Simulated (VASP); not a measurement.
Input of a VASP 6.6.1 run:

Contents of INCAR:

```
PREC     = Accurate       # precision mode
ENCUT    = 520            # plane-wave cutoff, eV
EDIFF    = 1E-8           # SCF threshold, eV
ISMEAR   = -1             # smearing method
SIGMA    = 0.1            # smearing width, eV
LREAL    = False          # projectors in reciprocal space
LASPH    = True           # aspherical terms in the spheres
NELM     = 100            # most SCF steps
ALGO     = Normal         # electronic algorithm
ISIF     = 2              # what is computed and relaxed
LWAVE    = False          # write WAVECAR
LCHARG   = False          # write CHGCAR
GGA      = PE             # functional
NBANDS   = 21             # bands
IBRION   = 8              # ionic algorithm
NSW      = 1              # ionic steps
```

The input KPOINTS:

```
Automatic mesh
0
Gamma
  7 7 7
```

Contents of POSCAR:

```
Ge
1.0
    0.0000000000      2.8374270000      2.8374270000
    2.8374270000      0.0000000000      2.8374270000
    2.8374270000      2.8374270000      0.0000000000
Ge
2
Direct
    0.5000000000      0.5000000000      0.5000000000
    0.7500000000      0.7500000000      0.7500000000
```

Potentials or basis: VASP PAW PBE potentials, release 64 (Ge_d).

The run is started by

```console
$ cat potpaw_PBE.64/Ge_d/POTCAR > POTCAR
$ mpirun -np 1 vasp_std > vasp.out
```

Task: Predict the highest phonon frequency at Γ.

Result: 283 cm⁻¹.

Phonon frequencies in cm⁻¹ (negative: imaginary):
| q point | frequencies |
| --- | --- |
| (0.000, 0.000, 0.000) | 0 0 0 283 283 283 |

Caveat: the cell wasn't relaxed at this level first, which shifts response properties.
